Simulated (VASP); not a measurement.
# Ag (C2/m) in VASP: further runs, part 3 of 3

VASP 6.6.1. Earlier steps stand in the parts before.

**4. Electric field gradients, r2SCAN (shortest bond scaled by 0.82)**

Contents of POSCAR:

```
Ag
1.0
    2.9401015088      0.0000000000      0.0000000000
   -1.4700507544      2.5462025963      0.0000000000
    0.0000000000      0.0000000000      4.7629644442
Ag
2
Direct
    0.2733333333      0.6366666667      0.2050000000
    0.7266666667      0.3633333333      0.7950000000
```

Contents of INCAR.step1:

```
ALGO     = Normal         # electronic algorithm
EDIFF    = 1E-4           # SCF threshold, eV
ENCUT    = 520            # plane-wave cutoff, eV
GGA      = PE             # functional
ISMEAR   = -1             # smearing method
LASPH    = True           # aspherical terms in the spheres
LCHARG   = False          # write CHGCAR
LREAL    = False          # projectors in reciprocal space
LWAVE    = True           # write WAVECAR
NBANDS   = 18             # bands
NELM     = 100            # most SCF steps
PREC     = Accurate       # precision mode
SIGMA    = 0.05           # smearing width, eV
```

Contents of INCAR.step2:

```
ALGO     = Normal         # electronic algorithm
EDIFF    = 1E-8           # SCF threshold, eV
ENCUT    = 520            # plane-wave cutoff, eV
ISIF     = 2              # what is computed and relaxed
ISMEAR   = -1             # smearing method
ISTART   = 1            
LASPH    = True           # aspherical terms in the spheres
LCHARG   = False          # write CHGCAR
LEFG     = True         
LMIXTAU  = True         
LREAL    = False          # projectors in reciprocal space
LWAVE    = False          # write WAVECAR
METAGGA  = R2SCAN         # meta-GGA
NBANDS   = 18             # bands
NELM     = 100            # most SCF steps
PREC     = Accurate       # precision mode
SIGMA    = 0.05           # smearing width, eV
```

Contents of KPOINTS:

```
k-points
0
Gamma
  12 12 6
```

Potentials or basis: VASP PAW PBE potentials, release 64 (Ag).

The run is started by

```console
$ cat potpaw_PBE.64/Ag/POTCAR > POTCAR
$ cp INCAR.step1 INCAR
$ mpirun -np 1 vasp_std > vasp.out
$ cp INCAR.step2 INCAR
$ mpirun -np 1 vasp_std > vasp.out
```

OUTCAR:

```text
EDIFF = 1E-8
   ENCUT = 520
   ISIF = 2
   ISMEAR = -1
   ISTART = 1
   LASPH = True
   LREAL = False
   METAGGA = R2SCAN
   NELM = 100
   PREC = Accurate

 ion  position               nearest neighbor table
   1  0.273  0.637  0.205-   2 2.40   2 2.70   2 2.70   2 3.14   2 3.37   2 3.37
   2  0.727  0.363  0.795-   1 2.40   1 2.70   1 2.70   1 3.14   1 3.37   1 3.37

  LATTYP: Found a hexagonal cell.
 ALAT       =     2.9401015088
 C/A-ratio  =     1.6200000000

  Lattice vectors:

 A1 = (   2.9401015088,   0.0000000000,   0.0000000000)
 A2 = (  -1.4700507544,   2.5462025963,   0.0000000000)
[... 717 lines left out ...]
  free  energy   TOTEN  =       -42.0051880114 eV

  energy  without entropy=      -41.9982256188  energy(sigma->0) =      -42.00170682

 Electric field gradients (V/A^2)
---------------------------------------------------------------------
 ion       V_xx      V_yy      V_zz      V_xy      V_xz      V_yz
---------------------------------------------------------------------
   1      -4.969     5.394    -0.425    -8.974   -12.473    -7.201
   2      -4.969     5.394    -0.425    -8.974   -12.473    -7.201
---------------------------------------------------------------------

 Electric field gradients after diagonalization (V/A^2)
 (convention: |V_zz| > |V_xx| > |V_yy|)
----------------------------------------------------------------------
 ion       V_xx      V_yy      V_zz     asymmetry (V_yy - V_xx)/ V_zz
----------------------------------------------------------------------
   1      10.575     9.914   -20.489       0.032
   2      10.575     9.914   -20.489       0.032
----------------------------------------------------------------------

           NMR quadrupolar parameters

 Cq : quadrupolar parameter    Cq=e*Q*V_zz/h
 eta: asymmetry parameters     (V_yy - V_xx)/ V_zz
 Q  : nuclear electric quadrupole moment in mb (millibarn)
----------------------------------------------------------------------
 ion       Cq(MHz)       eta       Q (mb)
----------------------------------------------------------------------
   1      -0.050       0.032       1.000
   2      -0.050       0.032       1.000
----------------------------------------------------------------------
```

OUTCAR.step1:

```text
EDIFF = 1E-4
   ENCUT = 520
   GGA = PE
   ISMEAR = -1
   LASPH = True
[... 726 lines left out ...]
     -0.13230      1.62108      0.97641         0.997745      0.576048      3.553295
      1.60236      0.92512      3.78656        -0.997745     -0.576048     -3.553295
 -----------------------------------------------------------------------------------
    total drift:                               -0.000000      0.000000      0.000000

  FREE ENERGIE OF THE ION-ELECTRON SYSTEM (eV)
  ---------------------------------------------------
  free  energy   TOTEN  =        -4.7059895009 eV

  energy  without entropy=       -4.6985755370  energy(sigma->0) =       -4.70228252
```

It took 9.7 min on 1 thread of Intel Xeon 8259CL, shared host; peak memory 0.26 GiB.

What came out:

| Item | Value |
| --- | --- |
| Free energy | -42.0052 eV |
| Pressure | 10.6 GPa |
| Largest force | 3.631 eV/Å |
| Band gap on the k mesh | zero (band 11 reaches 11.97 eV, above the bottom of band 12 at 4.82 eV) |

Forces in eV/Å, atoms in the order of the input:
```
Ag   0.984  0.568  3.448
Ag  -0.984 -0.568 -3.448
```

Electric field gradients, principal values (V/Å²):
| atom | least | middle | greatest (by size) |
| --- | --- | --- | --- |
| 1 Ag | 9.914 | 10.575 | -20.489 |
| 2 Ag | 9.914 | 10.575 | -20.489 |

Caveat: the cell differs from its parent crystal (shortest bond scaled by 0.82); without QUAD_EFG the Cq values of the log hold for a quadrupole moment of 1 mb, not for the nuclei; the PAW data sets were made with another functional, which shifts forces and pressure a little.

**5. Electric field gradients, r2SCAN (shortest bond scaled by 0.76)**

Contents of POSCAR:

```
Ag
1.0
    2.9401015088      0.0000000000      0.0000000000
   -1.4700507544      2.5462025963      0.0000000000
    0.0000000000      0.0000000000      4.7629644442
Ag
2
Direct
    0.2533333333      0.6266666667      0.1900000000
    0.7466666667      0.3733333333      0.8100000000
```

Contents of INCAR.step1:

```
SYSTEM = Ag
PREC = Accurate
ENCUT = 520
ISMEAR = -1
SIGMA = 0.05
LREAL = .FALSE.
LASPH = .TRUE.
NELM = 60
NBANDS = 18
GGA = PE
ALGO = Normal
EDIFF = 1E-4
LWAVE = .TRUE.
LCHARG = .FALSE.
```

Contents of INCAR.step2:

```
SYSTEM = Ag
PREC = Accurate
ENCUT = 520
EDIFF = 1E-8
ISMEAR = -1
SIGMA = 0.05
LREAL = .FALSE.
LASPH = .TRUE.
NELM = 60
ALGO = Normal
ISIF = 2
LWAVE = .FALSE.
LCHARG = .FALSE.
METAGGA = R2SCAN
LMIXTAU = .TRUE.
LEFG = .TRUE.
NBANDS = 18
ISTART = 1
```

Contents of KPOINTS:

```
regular mesh
0
G
  12 12 6
  0 0 0
```

Potentials or basis: VASP PAW PBE potentials, release 64 (Ag).

The run is started by

```console
$ cat potpaw_PBE.64/Ag/POTCAR > POTCAR
$ cp INCAR.step1 INCAR
$ mpirun -np 1 vasp_std > vasp.out
$ cp INCAR.step2 INCAR
$ mpirun -np 1 vasp_std > vasp.out
```

OUTCAR:

```text
SYSTEM = Ag
   PREC = Accurate
   ENCUT = 520
   EDIFF = 1E-8
   ISMEAR = -1
   LREAL = .FALSE.
   LASPH = .TRUE.
   NELM = 60
   ISIF = 2
   METAGGA = R2SCAN
   ISTART = 1

 ion  position               nearest neighbor table
   1  0.253  0.627  0.190-   2 2.22   2 2.65   2 2.65   2 3.22   2 3.53   2 3.53
   2  0.747  0.373  0.810-   1 2.22   1 2.65   1 2.65   1 3.22   1 3.53   1 3.53

  LATTYP: Found a hexagonal cell.
 ALAT       =     2.9401015088
 C/A-ratio  =     1.6200000000

  Lattice vectors:

 A1 = (   2.9401015088,   0.0000000000,   0.0000000000)
[... 718 lines left out ...]
  free  energy   TOTEN  =       -41.1232639761 eV

  energy  without entropy=      -41.1174529806  energy(sigma->0) =      -41.12035848

 Electric field gradients (V/A^2)
---------------------------------------------------------------------
 ion       V_xx      V_yy      V_zz      V_xy      V_xz      V_yz
---------------------------------------------------------------------
   1      -7.790     8.824    -1.034   -14.389   -24.224   -13.986
   2      -7.790     8.824    -1.034   -14.389   -24.224   -13.986
---------------------------------------------------------------------

 Electric field gradients after diagonalization (V/A^2)
 (convention: |V_zz| > |V_xx| > |V_yy|)
----------------------------------------------------------------------
 ion       V_xx      V_yy      V_zz     asymmetry (V_yy - V_xx)/ V_zz
----------------------------------------------------------------------
   1      20.402    17.132   -37.534       0.087
   2      20.402    17.132   -37.534       0.087
----------------------------------------------------------------------

           NMR quadrupolar parameters

 Cq : quadrupolar parameter    Cq=e*Q*V_zz/h
 eta: asymmetry parameters     (V_yy - V_xx)/ V_zz
 Q  : nuclear electric quadrupole moment in mb (millibarn)
----------------------------------------------------------------------
 ion       Cq(MHz)       eta       Q (mb)
----------------------------------------------------------------------
   1      -0.091       0.087       1.000
   2      -0.091       0.087       1.000
----------------------------------------------------------------------
```

OUTCAR.step1:

```text
SYSTEM = Ag
   PREC = Accurate
   ENCUT = 520
   ISMEAR = -1
   LREAL = .FALSE.
   LASPH = .TRUE.
[... 726 lines left out ...]
     -0.17641      1.59562      0.90496         2.455563      1.417720      6.647329
      1.64646      0.95058      3.85800        -2.455563     -1.417720     -6.647329
 -----------------------------------------------------------------------------------
    total drift:                                0.000000     -0.000000      0.000000

  FREE ENERGIE OF THE ION-ELECTRON SYSTEM (eV)
  ---------------------------------------------------
  free  energy   TOTEN  =        -3.8074682018 eV

  energy  without entropy=       -3.8012271514  energy(sigma->0) =       -3.80434768
```

OSZICAR.step1:

```text
N       E                     dE             d eps       ncg     rms          rms(c)
DAV:   1     0.127748373862E+03    0.12775E+03   -0.11798E+04  8720   0.121E+03
DAV:   2    -0.212096383076E+01   -0.12987E+03   -0.12338E+03  9010   0.269E+02
DAV:   3    -0.425014054429E+01   -0.21292E+01   -0.21228E+01  9980   0.391E+01
DAV:   4    -0.425803710181E+01   -0.78966E-02   -0.78960E-02  9782   0.227E+00
DAV:   5    -0.425811942146E+01   -0.82320E-04   -0.82319E-04  9620   0.245E-01    0.115E+01
DAV:   6    -0.384646723861E+01    0.41165E+00   -0.91221E-01  9158   0.989E+00    0.726E+00
DAV:   7    -0.381214450917E+01    0.34323E-01   -0.65469E-02  9360   0.197E+00    0.275E+00
DAV:   8    -0.380758586575E+01    0.45586E-02   -0.27708E-03  9334   0.420E-01    0.148E-01
DAV:   9    -0.380744982420E+01    0.13604E-03   -0.52155E-04  9294   0.147E-01    0.303E-02
DAV:  10    -0.380746820177E+01   -0.18378E-04   -0.33855E-05  4686   0.424E-02
   1 F= -.38074682E+01 E0= -.38043477E+01  d E =-.624105E-02
```

Wall time 9.9 min (1 thread of Intel Xeon 8259CL, shared host); peak memory 0.26 GiB.

What came out:

* Free energy: -41.1233 eV
* Pressure: 24.1 GPa
* Largest force: 7.134 eV/Å
* Band gap on the k mesh: zero (band 11 reaches 12.04 eV, above the bottom of band 12 at 5.22 eV)

Forces in eV/Å, atoms in the order of the input:
```
Ag   2.452  1.415  6.548
Ag  -2.452 -1.415 -6.548
```

Stress tensor (GPa, compression positive):
```
19.89  8.78 19.66
 8.78  9.74 11.35
19.66 11.35 42.78
```

Electric field gradients, principal values (V/Å²):
| atom | least | middle | greatest (by size) |
| --- | --- | --- | --- |
| 1 Ag | 17.132 | 20.402 | -37.534 |
| 2 Ag | 17.132 | 20.402 | -37.534 |

Caveat: the cell differs from its parent crystal (shortest bond scaled by 0.76); without QUAD_EFG the Cq values of the log hold for a quadrupole moment of 1 mb, not for the nuclei; the PAW data sets were made with another functional, which shifts forces and pressure a little.
